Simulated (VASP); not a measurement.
## CoO: single point with LDA

Crystal: CoO.

```
CELL_PARAMETERS angstrom
0.00000 2.03895 2.03895
2.03895 0.00000 2.03895
2.03895 2.03895 0.00000
ATOMIC_POSITIONS crystal
Co 0.00000 0.00000 0.00000
O 0.50000 0.50000 0.50000
```

| Item | Value |
| --- | --- |
| Program | VASP 6.6.1 |
| Task | single point |
| Functional | LDA |
| Potentials or basis | VASP PAW LDA potentials, release 64 (Co, O) |
| Cutoff | 520 eV |
| k mesh | 11 × 11 × 11 |
| Occupations | fermi-dirac, width 0.05 eV |
| Spin | collinear spin, ferromagnetic start |
| Starting moments | [2.0, 0.0] μB |

| Quantity | Value |
| --- | --- |
| Pressure | -1.9 GPa |
| Net moment | 2.04 μB per cell |
| Site moments | Co +1.83; O +0.17 μB |
| Valence electrons inside the program's atomic spheres | Co 8.12; O 4.98 |

Levels at points of the mesh, in eV from the Fermi level:
Spin up:
| k point | band 6 | band 7 | band 8 | band 9 | band 10 | band 11 | band 12 | band 13 |
| --- | --- | --- | --- | --- | --- | --- | --- | --- |
| (0.00, 0.00, 0.00) | -2.85 | -2.85 | -2.72 | -2.72 | 1.79 | 17.05 | 19.14 | 19.14 |
Spin down:
| k point | band 2 | band 3 | band 4 | band 5 | band 6 | band 7 | band 8 | band 9 | band 10 | band 11 |
| --- | --- | --- | --- | --- | --- | --- | --- | --- | --- | --- |
| (0.00, 0.00, 0.00) | -3.59 | -3.59 | -3.59 | -1.46 | -1.46 | -1.46 | -0.80 | -0.80 | 2.16 | 17.14 |

Wall time 29 s on 1 thread of AMD EPYC 9R45 96-Core Processor (Zen 5), on a shared host, peak memory 0.12 GiB.

Caveat: a cell with one magnetic atom can't hold antiferromagnetic order, which such compounds often take; semilocal functionals often make such compounds metallic where correlation or magnetic order opens a gap, which also shifts bond lengths. With open d or f shells a metallic result of LDA can be an artefact of self-interaction; +U or a hybrid may open a gap.
